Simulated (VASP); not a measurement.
## Hf2SiOF2: relaxation of cell and atoms with PBE

Hf2SiOF2:

```
CELL_PARAMETERS angstrom
3.74381 0.00000 0.00000
-1.87190 3.24223 0.00000
0.00000 0.00000 6.43161
ATOMIC_POSITIONS crystal
Hf 0.33333 0.66667 0.22222
Hf 0.66667 0.33333 0.77778
Si 0.00000 0.00000 0.50000
O 0.00000 0.00000 0.00000
F 0.33333 0.66667 0.83426
F 0.66667 0.33333 0.16574
```

The cell was generated, and may not be a known phase.

```
Program                : VASP 6.6.1
Task                   : relaxation of cell and atoms
Functional             : PBE
Potentials or basis    : VASP PAW PBE potentials, release 64 (Hf_pv, Si, O, F)
Cutoff                 : 600 eV
k mesh                 : 12 × 12 × 6
Occupations            : gaussian, width 0.1 eV
Spin                   : no spin polarisation
Dipole correction      : no
Further INCAR settings : ALGO = Normal; EDIFF = 1e-07; IBRION = 2; EDIFFG = -0.01; NSW = 100; ISIF = 3
```

| Property | Result |
| --- | --- |
| Relaxed volume | 12.87 Å³/atom |
| Relaxed cell | a = 3.726 Å, b = 3.726 Å, c = 6.421 Å, α = 90.00°, β = 90.00°, γ = 120.00° |
| Space group after relaxing (to 0.1 Å) | P-3m1 (No. 164) |
| Energy gained by relaxing | 1.0 meV/atom |
| Ionic steps | 5 |
| Pressure after relaxing | 0.0 GPa |
| Largest force after relaxing | 0.010 eV/Å |
| Band gap on the k mesh | zero (bands 22 and 23 overlap by 0.22 eV) |

Forces on the atoms (eV/Å):
```
Hf   0.000  0.000  0.008
Hf   0.000  0.000 -0.008
Si   0.000  0.000  0.000
O    0.000  0.000  0.000
F    0.000  0.000 -0.010
F    0.000  0.000  0.010
```

The path:
```tsv
step	energy change (eV)	largest force (eV/Å)	pressure (GPa)	volume (Å³)
1	0.0000	0.0834	-1.86	78.07
2	-0.0013	0.0162	1.82	76.38
3	-0.0058	0.0409	0.05	77.16
4	-0.0059	0.0136	0.02	77.19
5	-0.0059	0.0098	-0.01	77.21
```

Final structure:
```yaml
crystal:
  lattice:
    - [3.72617, 0.00000, 0.00000]
    - [-1.86309, 3.22696, 0.00000]
    - [0.00000, 0.00000, 6.42121]
  atoms:
    - { symbol: Hf, position: [0.33333, 0.66667, 0.22138] }
    - { symbol: Hf, position: [0.66667, 0.33333, 0.77862] }
    - { symbol: Si, position: [0.00000, 0.00000, 0.50000] }
    - { symbol: O, position: [0.00000, 0.00000, 0.00000] }
    - { symbol: F, position: [0.33333, 0.66667, 0.83402] }
    - { symbol: F, position: [0.66667, 0.33333, 0.16598] }
```

Levels at points of the mesh, in eV from the Fermi level:
| k point | band 18 | band 19 | band 20 | band 21 | band 22 | band 23 | band 24 | band 25 | band 26 |
| --- | --- | --- | --- | --- | --- | --- | --- | --- | --- |
| (0.00, 0.00, 0.00) | -4.19 | -4.19 | -0.81 | -0.07 | -0.07 | 0.14 | 0.14 | 0.24 | 2.07 |
| (0.50, 0.00, 0.00) | -4.55 | -4.45 | -3.36 | -1.67 | -1.47 | -0.18 | 1.24 | 1.66 | 2.30 |
| (0.00, 0.00, 0.50) | -4.19 | -4.19 | -2.78 | 0.04 | 0.04 | 0.95 | 0.95 | 1.16 | 1.28 |
| (0.50, 0.00, 0.50) | -4.39 | -3.99 | -3.47 | -2.70 | -1.49 | 0.97 | 1.05 | 1.61 | 1.96 |

Run time: 8.2 min on 1 thread of Intel(R) Xeon(R) 6975P-C (Granite Rapids), on a shared host, peak memory 0.39 GiB.

Caveat: spin-orbit coupling is left out, which moves the levels of the heavy elements.
